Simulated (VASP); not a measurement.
Wanted: the native input for a VASP 6.6.1 run.

```
Task                   : single point
Functional             : LDA
Potentials or basis    : VASP PAW LDA potentials, release 64 (Hf_pv, N)
Cutoff                 : 520 eV
k mesh                 : 8 × 8 × 4
Occupations            : methfessel-paxton, width 0.1 eV
Spin                   : no spin polarisation
Dipole correction      : no
Further INCAR settings : ALGO = Normal; EDIFF = 1e-07; NBANDS = 23
```

The structure of HfN lies in POSCAR:

```
HfN
1.0
    3.1852926941      0.0000000000      0.0000000000
   -1.5926463471      2.7585443932      0.0000000000
    0.0000000000      0.0000000000      5.5055829763
Hf N
2 2
Direct
    0.6666666667      0.3333333333      0.7500000000
    0.3333333333      0.6666666667      0.2500000000
    0.0000000000      0.0000000000      0.0000000000
    0.0000000000      0.0000000000      0.5000000000
```

These files were run (other wordings do the same):

INCAR

```
PREC = Accurate ; ENCUT = 520
EDIFF = 1E-7 ; ISMEAR = 1
SIGMA = 0.1 ; LREAL = F
LASPH = T ; NELM = 60
ALGO = Normal ; ISIF = 2
LWAVE = F ; LCHARG = F
NBANDS = 23
```

KPOINTS

```
Automatic mesh
0
Gamma
  8 8 4
```

Potentials or basis: VASP PAW LDA potentials, release 64 (Hf_pv, N).

Command:

```bash
$ cat potpaw_LDA.64/Hf_pv/POTCAR potpaw_LDA.64/N/POTCAR > POTCAR
$ mpirun -np 1 vasp_std > vasp.out
```

Results of the run:

The pressure is -21.1 GPa and the band gap on the k mesh is zero (band 15 reaches 9.04 eV, above the bottom of band 16 at 6.90 eV).

Caveat: spin-orbit coupling is left out, which moves the levels of the heavy elements.

Run time: 46 s on 1 thread of AMD EPYC 7R13 (shared host), peak memory 0.13 GiB.
